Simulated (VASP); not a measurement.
Here is a VASP 6.6.1 calculation.

The input INCAR:

```
SYSTEM = TaMo4
ALGO = Fast
EDIFF = 1E-6
ENCUT = 520
GGA = PE
ISIF = 2
ISMEAR = 0
ISPIN = 2
LASPH = .True.
LCHARG = .True.
LELF = .True.
LMAXMIX = 4
LORBIT = 11
LREAL = .False.
LVHAR = .True.
LWAVE = .False.
MAGMOM = 0 1 1 1 1
NBANDS = 46
NELM = 150
PREC = Accurate
SIGMA = 0.1
```

KPOINTS

```
k-points
0
Gamma
  4 4 6
  0 0 0
```

Contents of POSCAR:

```
TaMo4
1.0
    5.9636777050      0.0000000000      0.0000000000
    0.0000000000      5.9636777050      0.0000000000
    0.0000000000      0.0000000000      2.6186359357
Ta Mo
1 4
Direct
    0.0000000000      0.0000000000      0.5000000000
    0.1988783524      0.5000000000      0.5000000000
    0.8011216476      0.5000000000      0.5000000000
    0.5000000000      0.8011216476      0.5000000000
    0.5000000000      0.1988783524      0.5000000000
```

Potentials or basis: VASP PAW PBE potentials, release 64 (Ta_pv, Mo_sv).

Command:

```sh
$ cat potpaw_PBE.64/Ta_pv/POTCAR potpaw_PBE.64/Mo_sv/POTCAR > POTCAR
$ mpirun -np 1 vasp_std > vasp.out
```

Question: What does it give for the largest force?

Answer: 0.003 eV/Å.

Question: Estimate the net moment.

Answer: 0.00 μB per cell.

Forces in eV/Å, atoms in the order of the input:
```
Ta   0.000  0.000  0.000
Mo  -0.003  0.000  0.000
Mo   0.003  0.000  0.000
Mo   0.000  0.003  0.000
Mo   0.000 -0.003  0.000
```

Caveat: the k points lie up to 0.40 Å⁻¹ apart.
